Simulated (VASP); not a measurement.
HgH3, 4 atoms in the cell. It takes space group P6/mmm (No. 191, hexagonal). The conventional cell has a = 3.721 Å, b = 3.721 Å, c = 3.708 Å, α = 90.00°, β = 90.00°, γ = 120.00°. Within 2.5 Å of Hg (site symmetry 6/mmm) lie 8 H at 1.85 to 2.15 Å. Within 2.9 Å of H (site symmetry -6m2) lie 9 H at 2.15 to 2.84 Å and 3 Hg at 2.15 Å. H (site symmetry 6/mmm) has 2 Hg at 1.85 Å within 2.5 Å. The cell was built from a structure type or drawn by symmetry, and may not be a known phase.

* Program: VASP 6.6.1
* Task: relaxation of cell and atoms
* Functional: PBE
* Potentials or basis: VASP PAW PBE potentials, release 64 (Hg, H)
* Cutoff: 600 eV
* k mesh: 6 × 6 × 6
* Occupations: gaussian, width 0.1 eV
* Spin: no spin polarisation
* Dipole correction: no
* Further INCAR settings: ALGO = Normal; EDIFF = 1e-06; IBRION = 2; EDIFFG = -0.04; NSW = 90; ISIF = 3

Potentials or basis: VASP PAW PBE potentials, release 64 (Hg, H).

Run with:

```bash
$ cat potpaw_PBE.64/Hg/POTCAR potpaw_PBE.64/H/POTCAR > POTCAR
$ mpirun -np 1 vasp_std > vasp.out
```

Hardware: 1 thread of Intel(R) Xeon(R) Platinum 8259CL CPU @ 2.50GHz (Skylake/Cascade Lake) (shared host).

Problem. Estimate the wall time of this run.

Solution. Wall time 22 s on 1 thread of Intel(R) Xeon(R) Platinum 8259CL CPU @ 2.50GHz (Skylake/Cascade Lake), with other jobs on the host, peak memory 0.18 GiB. Counts: scf iterations 18, k points 28, ion steps 2.
